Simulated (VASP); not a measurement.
**SnS: single point with PBE**

SnS:

```
CELL_PARAMETERS angstrom
11.44744 0.00000 0.00000
0.00000 4.02226 0.00000
0.00000 0.00000 4.45657
ATOMIC_POSITIONS crystal
Sn 0.62153 0.25000 0.36950
Sn 0.37847 0.75000 0.63050
Sn 0.87847 0.75000 0.86950
Sn 0.12153 0.25000 0.13050
S 0.34985 0.25000 0.02261
S 0.65015 0.75000 0.97739
S 0.15015 0.75000 0.52261
S 0.84985 0.25000 0.47739
```

- Program: VASP 6.6.1
- Task: single point
- Functional: PBE
- Potentials or basis: VASP PAW PBE potentials, release 64 (Sn_d, S)
- Cutoff: 520 eV
- k mesh: 4 × 8 × 6
- Occupations: gaussian, width 0.02 eV
- Spin: no spin polarisation

```
Pressure               : -0.1 GPa
Largest force          : 0.009 eV/Å
Band gap on the k mesh : 1.05 eV (least direct gap 1.33 eV)
```

Forces in eV/Å, atoms in the order of the input:
```
Sn  -0.001  0.000  0.009
Sn   0.001  0.000 -0.009
Sn   0.001  0.000  0.009
Sn  -0.001  0.000 -0.009
S    0.000  0.000  0.008
S    0.000  0.000 -0.008
S    0.000  0.000  0.008
S    0.000  0.000 -0.008
```

Levels at points of the mesh, in eV from the valence-band top:
```
           k point  band 37  band 38  band 39  band 40  band 41  band 42  band 43  band 44
(0.00, 0.00, 0.00)    -1.65    -0.99    -0.60    -0.34     1.21     3.07     3.07     3.08
(0.50, 0.00, 0.00)    -1.83    -1.83    -0.43    -0.43     2.73     2.73     2.84     2.84
(0.00, 0.50, 0.00)    -0.83    -0.83    -0.80    -0.80     1.50     1.50     1.64     1.64
(0.50, 0.50, 0.00)    -0.92    -0.92    -0.92    -0.92     1.75     1.75     1.75     1.75
(0.00, 0.00, 0.50)    -0.76    -0.76    -0.01    -0.01     1.66     1.66     2.09     2.09
(0.50, 0.00, 0.50)    -0.58    -0.58     0.00     0.00     1.65     1.65     2.09     2.09
(0.00, 0.50, 0.50)    -2.06    -2.06    -1.16    -1.16     2.94     2.94     3.11     3.11
(0.50, 0.50, 0.50)    -1.39    -1.39    -1.39    -1.39     2.85     2.85     2.85     2.85
```

Run time: 8.2 min on 1 thread of Intel(R) Xeon(R) Platinum 8259CL CPU @ 2.50GHz (Skylake/Cascade Lake), with other jobs on the host, peak memory 0.59 GiB.

Caveat: spin-orbit coupling is left out, which moves the levels of the heavy elements. A k mesh can miss the band edges.
